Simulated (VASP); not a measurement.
CdS, 16 atoms in the cell. The cell holds a slab with vacuum, 16 atoms: a = 6.711 Å, b = 4.124 Å, c = 24.904 Å, α = 90.00°, β = 90.00°, γ = 90.00°. 

| Item | Value |
| --- | --- |
| Program | VASP 6.6.1 |
| Task | single point |
| Functional | r2SCAN |
| Potentials or basis | VASP PAW PBE potentials, release 64 (Cd, S) |
| Cutoff | 520 eV |
| k mesh | 3 × 4 × 1 |
| Occupations | fermi-dirac, width 0.05 eV |
| Spin | no spin polarisation |
| Dipole correction | no |
| Further INCAR settings | LREAL = Auto; ALGO = Normal; EDIFF = 1e-07; NBANDS = 86 |

Potentials or basis: VASP PAW PBE potentials, release 64 (Cd, S).

Run with:

```sh
$ cat potpaw_PBE.64/Cd/POTCAR potpaw_PBE.64/S/POTCAR > POTCAR
$ cp INCAR.step1 INCAR
$ mpirun -np 1 vasp_std > vasp.out
$ cp INCAR.step2 INCAR
$ mpirun -np 1 vasp_std > vasp.out
```

Hardware: 1 thread of Intel(R) Xeon(R) 6975P-C (Granite Rapids) (shared host).

Task: How long does it take, and how much memory?

Result: Wall time 28 min on 1 thread of Intel(R) Xeon(R) 6975P-C (Granite Rapids) (shared host), peak memory 0.85 GiB. Counts: k points 7.
